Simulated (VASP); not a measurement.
Si6C: relaxation of shape and atoms at fixed volume with PBE

Si6C:

```
Si C
1.0
     4.75160    2.74334    2.94126
    -4.75160    2.74334    2.94126
     0.00000   -5.48667    2.94126
Si C
12 2
Direct
  0.38709 0.13716 0.01275
  0.61291 0.86284 0.98725
  0.61690 0.74002 0.32064
  0.38310 0.25998 0.67936
  0.01275 0.38709 0.13716
  0.98725 0.61291 0.86284
  0.32064 0.61690 0.74002
  0.67936 0.38310 0.25998
  0.13716 0.01275 0.38709
  0.86284 0.98725 0.61291
  0.25998 0.67936 0.38310
  0.74002 0.32064 0.61690
  0.91089 0.91089 0.91089
  0.08911 0.08911 0.08911
```

```
Program                : VASP 6.6.1
Task                   : relaxation of shape and atoms at fixed volume
Functional             : PBE
Potentials or basis    : VASP PAW PBE potentials, release 64 (Si, C)
Cutoff                 : 600 eV
k mesh                 : 6 × 6 × 6
Occupations            : gaussian, width 0.02 eV
Spin                   : no spin polarisation
Dipole correction      : no
Further INCAR settings : ALGO = Normal; EDIFF = 1e-07; IBRION = 2; EDIFFG = -0.01; NSW = 50; ISIF = 4
```

The energy gained by relaxing is 0.2 meV/atom and the ionic steps are 8. The pressure after relaxing is 3.4 GPa, the largest force after relaxing is 0.007 eV/Å and the band gap on the k mesh is 0.57 eV (least direct gap 1.10 eV).

Forces on the atoms (eV/Å):
```
Si  -0.003  0.007 -0.001
Si   0.003 -0.007  0.001
Si   0.002 -0.003  0.005
Si  -0.002  0.003 -0.005
Si  -0.004 -0.006 -0.001
Si   0.004  0.006  0.001
Si   0.002  0.003  0.005
Si  -0.002 -0.003 -0.005
Si   0.007 -0.001 -0.001
Si  -0.007  0.001  0.001
Si   0.004  0.000 -0.005
Si  -0.004  0.000  0.005
C    0.000  0.000 -0.004
C    0.000  0.000  0.004
```

Step by step:
| step | energy change (eV) | largest force (eV/Å) | pressure (GPa) | volume (Å³) |
| --- | --- | --- | --- | --- |
| 1 | 0.0000 | 0.0936 | 3.51 | 230.04 |
| 2 | -0.0015 | 0.0878 | 3.42 | 230.04 |
| 3 | -0.0016 | 0.0671 | 3.43 | 230.04 |
| 4 | -0.0019 | 0.0216 | 3.41 | 230.04 |
| 5 | -0.0019 | 0.0217 | 3.41 | 230.04 |
| 6 | -0.0021 | 0.0116 | 3.40 | 230.04 |
| 7 | -0.0021 | 0.0117 | 3.40 | 230.04 |
| 8 | -0.0021 | 0.0074 | 3.40 | 230.04 |

Final structure:
```yaml
crystal:
  lattice:
    - [4.74896, 2.74181, 2.94453]
    - [-4.74896, 2.74181, 2.94453]
    - [0.00000, -5.48363, 2.94453]
  atoms:
    - { symbol: Si, position: [0.38642, 0.13666, 0.01269] }
    - { symbol: Si, position: [0.61358, 0.86334, 0.98731] }
    - { symbol: Si, position: [0.61758, 0.74064, 0.32114] }
    - { symbol: Si, position: [0.38242, 0.25936, 0.67886] }
    - { symbol: Si, position: [0.01269, 0.38642, 0.13666] }
    - { symbol: Si, position: [0.98731, 0.61358, 0.86334] }
    - { symbol: Si, position: [0.32114, 0.61758, 0.74064] }
    - { symbol: Si, position: [0.67886, 0.38242, 0.25936] }
    - { symbol: Si, position: [0.13666, 0.01269, 0.38642] }
    - { symbol: Si, position: [0.86334, 0.98731, 0.61358] }
    - { symbol: Si, position: [0.25936, 0.67886, 0.38242] }
    - { symbol: Si, position: [0.74064, 0.32114, 0.61758] }
    - { symbol: C, position: [0.91078, 0.91078, 0.91078] }
    - { symbol: C, position: [0.08922, 0.08922, 0.08922] }
```

Levels at points of the mesh, in eV from the valence-band top:
| k point | band 24 | band 25 | band 26 | band 27 | band 28 | band 29 | band 30 | band 31 | band 32 | band 33 |
| --- | --- | --- | --- | --- | --- | --- | --- | --- | --- | --- |
| (0.00, 0.00, 0.00) | -2.39 | -2.07 | -0.44 | 0.00 | 0.00 | 1.95 | 1.95 | 2.10 | 2.75 | 3.09 |
| (0.50, 0.00, 0.00) | -1.95 | -1.58 | -1.26 | -0.50 | -0.40 | 1.48 | 1.62 | 1.74 | 2.16 | 2.51 |
| (0.50, 0.50, 0.00) | -1.92 | -1.73 | -1.67 | -1.28 | -0.50 | 0.60 | 0.68 | 1.65 | 1.81 | 2.13 |
| (0.50, 0.50, 0.50) | -2.13 | -2.13 | -1.64 | -1.04 | -1.04 | 0.58 | 1.84 | 1.84 | 1.87 | 2.02 |

Wall time 27 min on 1 thread of Oxide Virtual Turin-like Processor, on a shared host, peak memory 0.51 GiB.

A k mesh can miss the band edges.
